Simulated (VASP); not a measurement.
Write the native input for VASP 6.6.1 that does the following.

- Task: single point
- Functional: r2SCAN
- Potentials or basis: VASP PAW PBE potentials, release 64 (Hf_pv)
- Cutoff: 520 eV
- k mesh: 14 × 14 × 14
- Occupations: fermi-dirac, width 0.1 eV
- Spin: no spin polarisation
- Dipole correction: no
- Further INCAR settings: ALGO = Normal; EDIFF = 1e-06; NBANDS = 11

Hf:

```
Hf
1.0
     0.00000    2.17809    2.17809
     2.17809    0.00000    2.17809
     2.17809    2.17809    0.00000
Hf
1
Direct
  0.00000 0.00000 0.00000
```

This cell differs from its parent crystal: volume scaled by 0.92.

These files were run (other wordings do the same):

POSCAR

```
Hf
1.0
    0.0000000000      2.1780932420      2.1780932420
    2.1780932420      0.0000000000      2.1780932420
    2.1780932420      2.1780932420      0.0000000000
Hf
1
Direct
    0.0000000000      0.0000000000      0.0000000000
```

INCAR.step1

```
  PREC = Accurate
  ENCUT = 520
  ISMEAR = -1
  SIGMA = 0.1
  LREAL = F
  LASPH = T
  NELM = 60
  NBANDS = 11
  GGA = PE
  ALGO = Normal
  EDIFF = 1E-4
  LWAVE = T
  LCHARG = F
```

INCAR.step2

```
  PREC = Accurate
  ENCUT = 520
  EDIFF = 1E-6
  ISMEAR = -1
  SIGMA = 0.1
  LREAL = F
  LASPH = T
  NELM = 60
  ALGO = Normal
  ISIF = 2
  LWAVE = F
  LCHARG = F
  METAGGA = R2SCAN
  LMIXTAU = T
  NBANDS = 11
  ISTART = 1
```

KPOINTS

```
Automatic mesh
0
Gamma
  14 14 14
```

Potentials or basis: VASP PAW PBE potentials, release 64 (Hf_pv).

Run with:

```bash
$ cat potpaw_PBE.64/Hf_pv/POTCAR > POTCAR
$ cp INCAR.step1 INCAR
$ mpirun -np 1 vasp_std > vasp.out
$ cp INCAR.step2 INCAR
$ mpirun -np 1 vasp_std > vasp.out
```

It gave:

* Pressure: 9.3 GPa
* Band gap on the k mesh: zero (band 5 reaches 6.81 eV, above the bottom of band 6 at 4.44 eV)

Caveat: the PAW data sets were made with another functional, which shifts forces and pressure a little; spin-orbit coupling is left out, which moves the levels of the heavy elements.

Run time: 24 s on 1 thread of Intel(R) Xeon(R) 6975P-C (Granite Rapids), with other jobs on the host, peak memory 0.16 GiB.
